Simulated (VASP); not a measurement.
Write the native input for VASP 6.6.1 that does the following.

```yaml
Task: relaxation of cell and atoms
Functional: PBE
Potentials_or_basis: VASP PAW PBE potentials, release 64 (Si, C)
Cutoff: 600 eV
k_mesh: 12 × 12 × 12
Occupations: gaussian, width 0.1 eV
Spin: no spin polarisation
Dipole_correction: no
Further_INCAR_settings: ALGO = Normal; EDIFF = 1e-06; IBRION = 2; EDIFFG = -0.01; NSW = 100; ISIF = 3
```

The structure of Si3C lies in POSCAR:

```
Si3C
1.0
    3.7098142482      0.0000000000      0.0000000000
    0.0000000000      3.7098142482      0.0000000000
    0.0000000000      0.0000000000      3.7098142482
Si C
3 1
Direct
    0.0000000000      0.5000000000      0.5000000000
    0.5000000000      0.0000000000      0.5000000000
    0.5000000000      0.5000000000      0.0000000000
    0.0000000000      0.0000000000      0.0000000000
```

One way to write it, as run:

INCAR

```
SYSTEM = Si3C
ALGO = Normal
EDIFF = 1E-6
EDIFFG = -0.01
ENCUT = 600
GGA = PE
IBRION = 2
ISIF = 3
ISMEAR = 0
LASPH = .TRUE.
LCHARG = .FALSE.
LREAL = .FALSE.
LWAVE = .FALSE.
NELM = 60
NSW = 100
PREC = Accurate
SIGMA = 0.1
```

KPOINTS

```
k-points
0
G
  12 12 12
  0 0 0
```

Potentials or basis: VASP PAW PBE potentials, release 64 (Si, C).

Run with:

```bash
$ cat potpaw_PBE.64/Si/POTCAR potpaw_PBE.64/C/POTCAR > POTCAR
$ mpirun -np 1 vasp_std > vasp.out
```

It gave:

```json
{
  "Relaxed volume": "12.42 Å³/atom",
  "Relaxed cell": "a = 3.676 Å, b = 3.676 Å, c = 3.676 Å, α = 90.00°, β = 90.00°, γ = 90.00°",
  "Space group after relaxing (to 0.05 Å)": "Pm-3m (No. 221)",
  "Energy gained by relaxing": "3.0 meV/atom",
  "Ionic steps": "3",
  "Pressure after relaxing": "0.0 GPa",
  "Band gap on the k mesh": "zero (band 8 reaches 11.55 eV, above the bottom of band 9 at 8.09 eV)"
}
```

It took 45 s on 1 thread of AMD EPYC 9R45 96-Core Processor (Zen 5), on a shared host, peak memory 0.17 GiB.
